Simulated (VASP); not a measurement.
# AlNi (Pm-3m) in VASP: notebook

Runs on AlNi. Level: LDA. Tasks: single point.

All numbers are computed with VASP 6.6.1; they aren't measurements. Logs are shortened: lines on timing, memory, paths and dates and some standing lists are left out, and cuts for length are marked.

**1. The cell of the first run**

It takes space group Pm-3m (No. 221, cubic). Conventional cell: a = 2.881 Å, b = 2.881 Å, c = 2.881 Å, α = 90.00°, β = 90.00°, γ = 90.00°. Al (site symmetry m-3m) has 8 Ni at 2.50 Å and 6 Al at 2.88 Å within 3.3 Å. Within 3.3 Å of Ni (site symmetry m-3m) lie 8 Al at 2.50 Å and 6 Ni at 2.88 Å.

**2. Single point, LDA, collinear spin, zero start**

INCAR reads:

```
ALGO = Normal ; EDIFF = 1E-7
ENCUT = 520 ; ISIF = 2
ISMEAR = -1 ; ISPIN = 2
LASPH = T ; LCHARG = F
LMAXMIX = 4 ; LORBIT = 11
LREAL = F ; LWAVE = F
MAGMOM = 0 0 ; NBANDS = 18
NELM = 150 ; NUPDOWN = 0.0
PREC = Accurate ; SIGMA = 0.3
```

KPOINTS reads:

```
Automatic mesh
0
Gamma
  5 5 5
  0.5 0.5 0.5
```

POSCAR reads:

```
AlNi
1.0
    2.8810000000      0.0000000000      0.0000000000
    0.0000000000      2.8810000000      0.0000000000
    0.0000000000      0.0000000000      2.8810000000
Al Ni
1 1
Direct
    0.0000000000      0.0000000000      0.0000000000
    0.5000000000      0.5000000000      0.5000000000
```

Potentials or basis: VASP PAW LDA potentials, release 64 (Al, Ni).

Started as:

```
> cat potpaw_LDA.64/Al/POTCAR potpaw_LDA.64/Ni/POTCAR > POTCAR
> mpirun -np 1 vasp_std > vasp.out
```

OUTCAR:

```text
EDIFF = 1E-7
   ENCUT = 520
   ISIF = 2
   ISMEAR = -1
   ISPIN = 2
   LASPH = T
   LORBIT = 11
   LREAL = F
   NELM = 150
   NUPDOWN = 0.0
   PREC = Accurate

 ion  position               nearest neighbor table
   1  0.000  0.000  0.000-   2 2.50   2 2.50   2 2.50   2 2.50   2 2.50   2 2.50   2 2.50   2 2.50

   2  0.500  0.500  0.500-   1 2.50   1 2.50   1 2.50   1 2.50   1 2.50   1 2.50   1 2.50   1 2.50

  LATTYP: Found a simple cubic cell.
 ALAT       =     2.8810000000

  Lattice vectors:

 A1 = (   2.8810000000,   0.0000000000,   0.0000000000)
 A2 = (   0.0000000000,   2.8810000000,   0.0000000000)
 A3 = (   0.0000000000,   0.0000000000,   2.8810000000)

Analysis of symmetry for initial positions (statically):
=====================================================================
 Subroutine PRICEL returns:
 Original cell was already a primitive cell.

 Routine SETGRP: Setting up the symmetry group for a
 simple cubic supercell.

 Subroutine GETGRP returns: Found 48 space group operations
[... 9 lines left out ...]

 Routine SETGRP: Setting up the symmetry group for a
 simple cubic supercell.

 Subroutine GETGRP returns: Found 48 space group operations
 (whereof 48 operations were pure point group operations)
 out of a pool of 48 trial point group operations.

The dynamic configuration has the point symmetry O_h .

Analysis of structural, dynamic, and magnetic symmetry:
=====================================================================
 Subroutine PRICEL returns:
 Original cell was already a primitive cell.

 Routine SETGRP: Setting up the symmetry group for a
 simple cubic supercell.

 Subroutine GETGRP returns: Found 48 space group operations
 (whereof 48 operations were pure point group operations)
 out of a pool of 48 trial point group operations.

The overall configuration has the point symmetry O_h .

 Subroutine INISYM returns: Found 48 space group operations
[... 5 lines left out ...]
                                     Primitive cell

  volume of cell :      23.9128

  direct lattice vectors                    reciprocal lattice vectors
     2.881000000  0.000000000  0.000000000     0.347101701  0.000000000  0.000000000
     0.000000000  2.881000000  0.000000000     0.000000000  0.347101701  0.000000000
     0.000000000  0.000000000  2.881000000     0.000000000  0.000000000  0.347101701

  length of vectors
     2.881000000  2.881000000  2.881000000     0.347101701  0.347101701  0.347101701

  position of ions in fractional coordinates (direct lattice)
     0.000000000  0.000000000  0.000000000
     0.500000000  0.500000000  0.500000000

  ion indices of the primitive-cell ions
   primitive index   ion index
                 1           1
                 2           2

----------------------------------------------------------------------------------------

 KPOINTS: Automatic mesh

Automatic generation of k-mesh.
 Grid dimensions read from file:
 generate k-points for:    5    5    5

 Generating k-lattice:

  Cartesian coordinates                     Fractional coordinates (reciprocal lattice)
     0.069420340  0.000000000  0.000000000     0.200000000  0.000000000  0.000000000
     0.000000000  0.069420340  0.000000000     0.000000000  0.200000000  0.000000000
     0.000000000  0.000000000  0.069420340     0.000000000  0.000000000  0.200000000

  Length of vectors
     0.069420340  0.069420340  0.069420340

  Shift w.r.t. Gamma in fractional coordinates (k-lattice)
     0.500000000  0.500000000  0.500000000

 Subroutine IBZKPT returns following result:
 ===========================================

 Found     10 irreducible k-points:

 Following reciprocal coordinates:
            Coordinates               Weight
  0.100000  0.100000  0.100000      8.000000
  0.300000  0.100000  0.100000     24.000000
  0.500000  0.100000  0.100000     12.000000
  0.300000  0.300000  0.100000     24.000000
  0.500000  0.300000  0.100000     24.000000
  0.500000  0.500000  0.100000      6.000000
  0.300000  0.300000  0.300000      8.000000
  0.500000  0.300000  0.300000     12.000000
  0.500000  0.500000  0.300000      6.000000
  0.500000  0.500000  0.500000      1.000000
   k-points           NKPTS =     10   k-points in BZ     NKDIM =     10   number of bands    NBANDS=     18
   number of dos      NEDOS =    301   number of ions     NIONS =      2
   total plane-waves  NPLWV =  13824
   dimension x,y,z NGX =    24 NGY =   24 NGZ =   24
   dimension x,y,z NGXF=    48 NGYF=   48 NGZF=   48
   ions per type =               1   1
   NGX,Y,Z   is equivalent  to a cutoff of  13.85, 13.85, 13.85 a.u.
   NGXF,Y,Z  is equivalent  to a cutoff of  27.70, 27.70, 27.70 a.u.
 SYSTEM =  unknown system
   PREC   = accura    normal or accurate (medium, high low for compatibility)
   ISTART =      0    job   : 0-new  1-cont  2-samecut
   ICHARG =      2    charge: 1-file 2-atom 10-const
   ISPIN  =      2    spin polarized calculation?
   LNONCOLLINEAR =      F non collinear calculations
   LSORBIT =      F    spin-orbit coupling
   LASPH  =      T    aspherical Exc in radial PAW
   ENCUT  =  520.0 eV  38.22 Ry    6.18 a.u.   5.36  5.36  5.36*2*pi/ulx,y,z
   NELM   =    150;   NELMIN=  2; NELMDL= -5     # of ELM steps
   EDIFF  = 0.1E-06   stopping-criterion for ELM
   LREAL  =      F    real-space projection
   EDIFFG = 0.1E-05   stopping-criterion for IOM
   NSW    =      0    number of steps for IOM
   IBRION =     -1    ionic relax: 0-MD 1-quasi-New 2-CG
   NFREE  =      0    steps in history (QN), initial steepest desc. (CG)
   ISIF   =      2    stress and relaxation
   ISYM   =      2    0-nonsym 1-usesym 2-fastsym
   POTIM  = 0.5000    time-step for ionic-motion
   TEBEG  =    0.0;   TEEND  =   0.0 temperature during run
   PSTRESS=    0.0 pullay stress
   NELECT =      13.0000    total number of electrons
   NUPDOWN=       0.0000    fix difference up-down
   EMIN   =  10.00;   EMAX   =-10.00  energy-range for DOS
   EFERMI =   0.00;   METHOD = LEGACY
   ISMEAR =    -1;   SIGMA  =   0.30  broadening in eV -4-tet -1-fermi 0-gaus
   EFERMI_NEDOS =   21; number of points for ismear=-14 and -15
   IALGO  =     38    algorithm
   IMIX   =      4    mixing-type and parameters
     AMIX     =   0.40;   BMIX     =  1.00
     AMIX_MAG =   1.60;   BMIX_MAG =  1.00
  volume/ion in A,a.u.               =      11.96        80.69
  Fermi-wavevector in a.u.,A,eV,Ry     =   1.336122  2.524904 24.289410  1.785221
  Thomas-Fermi vector in A             =   2.464773
   LORBIT       =     11    0 simple, 1 ext, 2 COOP (PROOUT), +10 PAW based schemes
   GGA     = CA    functional components
   LHFCALC =     F    Hartree Fock is set to
   AEXX    =    0.0000 exact exchange contribution
   IVDW    =     0    specifies the selected vdW correction
   LEPSILON=     F    determine dielectric tensor
   LRPA    =     F    only Hartree local field effects (RPA)
 spin polarized calculation
  energy-cutoff  :      520.00
  volume of cell :       23.91
 maximum number of plane-waves:       654
 NGX is ok and might be reduce to    24
   NGX = 11   NGY = 11   NGZ = 11

 number of electron      13.0000015 magnetization      -0.0000000

 number of electron      13.0000015 magnetization       0.0000000

 Free energy of the ion-electron system (eV)
  ---------------------------------------------------
  ext. energy  EPLUGINS =         0.00000000
  ---------------------------------------------------
  free energy    TOTEN  =       -12.25961728 eV

  energy without entropy =      -12.00207841  energy(sigma->0) =      -12.13084784

 E-fermi :   9.9048     XC(G=0): -12.3029

 val. band max:        9.2227073267   @ k =   0.5000   0.3000   0.3000
 cond. band min:       9.9379151049   @ k =   0.5000   0.5000   0.3000
 fundamental gap:      0.7152077782
 Fermi energy:         9.9047779621

 spin component 1

 k-point     1 :       0.1000    0.1000    0.1000
  band No.  band energies     occupation
      1      -0.7833      1.00000
      2       6.5121      0.99999
      3       6.5121      0.99999
      4       7.9435      0.99855
      5       7.9966      0.99827
      6       7.9966      0.99827
[... 10 lines left out ...]
     17      33.0712      0.00000
     18      33.7640      0.00000

 k-point     2 :       0.3000    0.1000    0.1000
  band No.  band energies     occupation
      1       0.6347      1.00000
      2       5.8932      1.00000
      3       6.7745      0.99997
      4       7.5456      0.99962
      5       7.6261      0.99950
      6       8.0468      0.99796
[... 10 lines left out ...]
     17      30.6859      0.00000
     18      34.9393      0.00000
[... 148 lines left out ...]
 k-point    10 :       0.5000    0.5000    0.5000
  band No.  band energies     occupation
      1       5.6231      1.00000
      2       5.6231      1.00000
      3       5.6231      1.00000
      4       8.6798      0.98343
      5       8.6798      0.98343
      6      11.7794      0.00193
[... 10 lines left out ...]
     17      40.8298      0.00000
     18      40.8298      0.00000
 Fermi energy:         9.9047776706

 spin component 2

 k-point     1 :       0.1000    0.1000    0.1000
  band No.  band energies     occupation
      1      -0.7833      1.00000
      2       6.5121      0.99999
      3       6.5121      0.99999
      4       7.9435      0.99855
      5       7.9966      0.99827
      6       7.9966      0.99827
[... 10 lines left out ...]
     17      33.0712      0.00000
     18      33.7640      0.00000

 k-point     2 :       0.3000    0.1000    0.1000
  band No.  band energies     occupation
      1       0.6347      1.00000
      2       5.8932      1.00000
      3       6.7745      0.99997
      4       7.5456      0.99962
      5       7.6261      0.99950
      6       8.0468      0.99796
[... 10 lines left out ...]
     17      30.6859      0.00000
     18      34.9393      0.00000
[... 148 lines left out ...]
 k-point    10 :       0.5000    0.5000    0.5000
  band No.  band energies     occupation
      1       5.6231      1.00000
      2       5.6231      1.00000
      3       5.6231      1.00000
      4       8.6798      0.98343
      5       8.6798      0.98343
      6      11.7794      0.00193
[... 10 lines left out ...]
     17      40.8298      0.00000
     18      40.8298      0.00000

------------------------ aborting loop because EDIFF is reached ----------------------------------------

  FORCE on cell =-STRESS in cart. coord.  units (eV):
  Direction    XX          YY          ZZ          XY          YZ          ZX
  --------------------------------------------------------------------------------------
  -------------------------------------------------------------------------------------
  Total       -1.0990227     -1.0990227     -1.0990227     -0.0000000      0.0000000     -0.0000000
  in kB      -73.6355388    -73.6355388    -73.6355388     -0.0000000      0.0000000     -0.0000000
  external PRESSURE =     -73.6355388 kB  Pullay stress =       0.0000000 kB

 VOLUME and BASIS-vectors are now :
 -----------------------------------------------------------------------------
  energy-cutoff  :      520.00
  volume of cell :       23.91
      direct lattice vectors                 reciprocal lattice vectors
     2.881000000  0.000000000  0.000000000     0.347101701  0.000000000  0.000000000
     0.000000000  2.881000000  0.000000000     0.000000000  0.347101701  0.000000000
     0.000000000  0.000000000  2.881000000     0.000000000  0.000000000  0.347101701

 POSITION                                       TOTAL-FORCE (eV/Angst)
 -----------------------------------------------------------------------------------
      0.00000      0.00000      0.00000         0.000000      0.000000      0.000000
      1.44050      1.44050      1.44050         0.000000      0.000000      0.000000
 -----------------------------------------------------------------------------------
    total drift:                                0.000000      0.000000     -0.000000

  FREE ENERGIE OF THE ION-ELECTRON SYSTEM (eV)
  ---------------------------------------------------
  free  energy   TOTEN  =       -12.2596172770 eV

  energy  without entropy=      -12.0020784095  energy(sigma->0) =      -12.13084784

 total charge

# of ion       s       p       d       tot
------------------------------------------
    1        0.389   0.419   0.000   0.808
    2        0.479   0.524   8.482   9.485
--------------------------------------------------
tot          0.868   0.943   8.482  10.293

 magnetization (x)

# of ion       s       p       d       tot
------------------------------------------
    1       -0.000   0.000   0.000   0.000
    2       -0.000  -0.000   0.000  -0.000
--------------------------------------------------
tot         -0.000  -0.000   0.000  -0.000
```

Run time: 15 s. Hardware: 1 thread of AMD EPYC 7R13, shared host; peak memory 0.1 GiB.

Results:

```
Free energy                                           : -12.2596 eV
Pressure                                              : -7.4 GPa
Net moment                                            : 0.00 μB per cell
Valence electrons inside the program's atomic spheres : Al 0.81; Ni 9.48
```

Caveat: the k points lie up to 0.44 Å⁻¹ apart; the total moment is fixed, so each spin has its own Fermi level.

**3. Single point, LDA, collinear spin, ferromagnetic start**

INCAR reads:

```
ALGO     = Normal         # electronic algorithm
EDIFF    = 1E-6           # SCF threshold, eV
ENCUT    = 520            # plane-wave cutoff, eV
ISIF     = 2              # what is computed and relaxed
ISMEAR   = -1             # smearing method
ISPIN    = 2              # spin polarisation
LASPH    = True           # aspherical terms in the spheres
LCHARG   = False          # write CHGCAR
LMAXMIX  = 4              # l up to which the mixer works
LORBIT   = 11             # projections on sites
LREAL    = False          # projectors in reciprocal space
LWAVE    = False          # write WAVECAR
MAGMOM   = 0.03 0.23      # initial moments
NBANDS   = 18             # bands
NELM     = 150            # most SCF steps
NUPDOWN  = 0.3            # fixed moment
PREC     = Accurate       # precision mode
SIGMA    = 0.3            # smearing width, eV
```

KPOINTS is that of step 2.

POSCAR is that of step 2.

Potentials or basis: VASP PAW LDA potentials, release 64 (Al, Ni).

Started as:

```
> cat potpaw_LDA.64/Al/POTCAR potpaw_LDA.64/Ni/POTCAR > POTCAR
> mpirun -np 1 vasp_std > vasp.out
```

Run time: 16 s. Hardware: 1 thread of AMD EPYC 7R13, shared host; peak memory 0.1 GiB.

The run converged. Its results:

* Free energy: -12.2198 eV
* Pressure: -7.0 GPa
* Net moment: 0.30 μB per cell
* Site moments: Al +0.02; Ni +0.22 μB
* Valence electrons inside the program's atomic spheres: Al 0.81; Ni 9.48

Caveat: the k points lie up to 0.44 Å⁻¹ apart; the total moment is fixed, so each spin has its own Fermi level.

(Continued in part 2 of 2.)
